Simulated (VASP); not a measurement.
Input of a VASP 6.6.1 run:

POSCAR

```
Ru3N
1.0
    4.9377694400      0.0000000000      0.0000000000
   -2.4688847200      4.2762371200      0.0000000000
    0.0000000000      0.0000000000      4.6140852300
Ru N
6 2
Direct
    0.0000000000      0.3333000000      0.2500000000
    0.6667000000      0.6667000000      0.2500000000
    0.3333000000      0.0000000000      0.2500000000
    0.6667000000      0.0000000000      0.7500000000
    0.3333000000      0.3333000000      0.7500000000
    0.0000000000      0.6667000000      0.7500000000
    0.0000000000      0.0000000000      0.0000000000
    0.3333000000      0.6667000000      0.5000000000
```

The input INCAR.step1:

```
SYSTEM = Ru3N
PREC     = Accurate       ! precision mode
ENCUT    = 520            ! plane-wave cutoff, eV
ISMEAR   = -1             ! smearing method
SIGMA    = 0.0348         ! smearing width, eV
LREAL    = .False.        ! projectors in reciprocal space
LASPH    = .True.         ! aspherical terms in the spheres
NELM     = 80             ! most SCF steps
NBANDS   = 57             ! bands
GGA      = PE             ! functional
ALGO     = Normal         ! electronic algorithm
EDIFF    = 1E-4           ! SCF threshold, eV
LWAVE    = .True.         ! write WAVECAR
LCHARG   = .False.        ! write CHGCAR
```

File INCAR.step2:

```
SYSTEM = Ru3N
PREC     = Accurate       ! precision mode
ENCUT    = 520            ! plane-wave cutoff, eV
EDIFF    = 1E-6           ! SCF threshold, eV
ISMEAR   = -1             ! smearing method
SIGMA    = 0.0348         ! smearing width, eV
LREAL    = .False.        ! projectors in reciprocal space
LASPH    = .True.         ! aspherical terms in the spheres
NELM     = 80             ! most SCF steps
ALGO     = Normal         ! electronic algorithm
ISIF     = 2              ! what is computed and relaxed
LWAVE    = .False.        ! write WAVECAR
LCHARG   = .True.         ! write CHGCAR
METAGGA  = R2SCAN         ! meta-GGA
LMIXTAU  = .True.       
LELF     = .True.         ! ELF
LVHAR    = .True.       
NBANDS   = 57             ! bands
ISTART   = 1
```

KPOINTS

```
regular mesh
0
Gamma
  4 4 4
  0 0 0
```

Potentials or basis: VASP PAW PBE potentials, release 64 (Ru_pv, N).

Command:

```console
$ cat potpaw_PBE.64/Ru_pv/POTCAR potpaw_PBE.64/N/POTCAR > POTCAR
$ cp INCAR.step1 INCAR
$ mpirun -np 1 vasp_std > vasp.out
$ cp INCAR.step2 INCAR
$ mpirun -np 1 vasp_std > vasp.out
```

Predict the largest force.

1.085 eV/Å.

Estimate the band gap on the k mesh.

zero (bands 47 and 48 overlap by 0.33 eV).

Forces on the atoms (eV/Å):
```
Ru  -1.084  0.001  0.001
Ru   0.539 -0.939  0.002
Ru   0.543  0.939  0.001
Ru  -0.543  0.938 -0.001
Ru   1.083  0.003 -0.002
Ru  -0.542 -0.940 -0.001
N    0.000  0.000  0.000
N    0.002 -0.001  0.000
```

Caveat: the k points lie up to 0.37 Å⁻¹ apart; the PAW data sets were made with another functional, which shifts forces and pressure a little.
